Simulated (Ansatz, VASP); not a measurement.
# BN: VASP beside Ansatz

```
B N
1.0
     0.00000    1.78994    1.78994
     1.78994    0.00000    1.78994
     1.78994    1.78994    0.00000
B N
1 1
Direct
  0.00000 0.00000 0.00000
  0.25000 0.25000 0.25000
```

Alike in both runs: functional LDA; k mesh 12 × 12 × 12; occupations gaussian, width 0.02 eV; no spin polarisation.

Ansatz relaxed the structure, and its values are those at the end. VASP's run is a single point on that final structure, the one shown.

|  | VASP | Ansatz |
| --- | --- | --- |
| version | VASP 6.6.1 | Ansatz 0.2.0 |
| potentials or method | VASP PAW LDA potentials, release 64 (B, N), cutoff 600 eV | scalar-relativistic, plane waves, PAW |
| valence electrons in the cell | 8 | 8 |

```csv
,VASP,Ansatz,Ansatz less VASP
gap on the k mesh at the Fermi level (eV),4.38,4.39,+0.011
least direct gap on the mesh (eV),8.82,8.83,+0.006
pressure (GPa),1.0,0.0,-1.01
```

Ansatz warns that its potentials were made for another functional, while VASP's fit it. LDA's correlation is that of Perdew and Zunger in VASP and of Perdew and Wang (1992) in Ansatz.
